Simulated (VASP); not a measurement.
Input of a VASP 6.6.1 run:

INCAR

```
SYSTEM = TiRh
ALGO = Normal ; EDIFF = 1E-6
EDIFFG = -0.005 ; ENCUT = 600
GGA = PS ; IBRION = 2
ISIF = 3 ; ISMEAR = 0
LASPH = .True. ; LCHARG = .False.
LREAL = .False. ; LWAVE = .False.
NELM = 100 ; NSW = 70
PREC = Accurate ; SIGMA = 0.1
```

Contents of KPOINTS:

```
k-points
0
Gamma
  14 14 12
  0 0 0
```

Contents of POSCAR:

```
TiRh
1.0
    2.9660089397      0.0000000000      0.0000000000
    0.0000000000      2.9660089397      0.0000000000
    0.0000000000      0.0000000000      3.4065970816
Ti Rh
1 1
Direct
    0.5000000000      0.5000000000      0.5000000000
    0.0000000000      0.0000000000      0.0000000000
```

Potentials or basis: VASP PAW PBE potentials, release 64 (Ti_sv, Rh_pv).

Run with:

```sh
$ cat potpaw_PBE.64/Ti_sv/POTCAR potpaw_PBE.64/Rh_pv/POTCAR > POTCAR
$ mpirun -np 1 vasp_std > vasp.out
```

Problem. Estimate the relaxed volume.

Solution. 14.42 Å³/atom.

Problem. What does it give for the relaxed cell?

Solution. a = 2.925 Å, b = 2.925 Å, c = 3.372 Å, α = 90.00°, β = 90.00°, γ = 90.00°.

Problem. What does it give for the space group after relaxing (to 0.05 Å)?

Solution. P4/mmm (No. 123).

Final structure:
```cif
data_structure
_symmetry_space_group_name_H-M 'P 1'
_symmetry_Int_Tables_number 1
_cell_length_a 2.9247
_cell_length_b 2.9247
_cell_length_c 3.3717
_cell_angle_alpha 90.000
_cell_angle_beta 90.000
_cell_angle_gamma 90.000
_cell_volume 28.84
loop_
_atom_site_label
_atom_site_type_symbol
_atom_site_fract_x
_atom_site_fract_y
_atom_site_fract_z
_atom_site_occupancy
Ti1 Ti 0.50000 0.50000 0.50000 1
Rh1 Rh 0.00000 0.00000 0.00000 1
```

Caveat: the PAW data sets were made with another functional, which shifts forces and pressure a little.
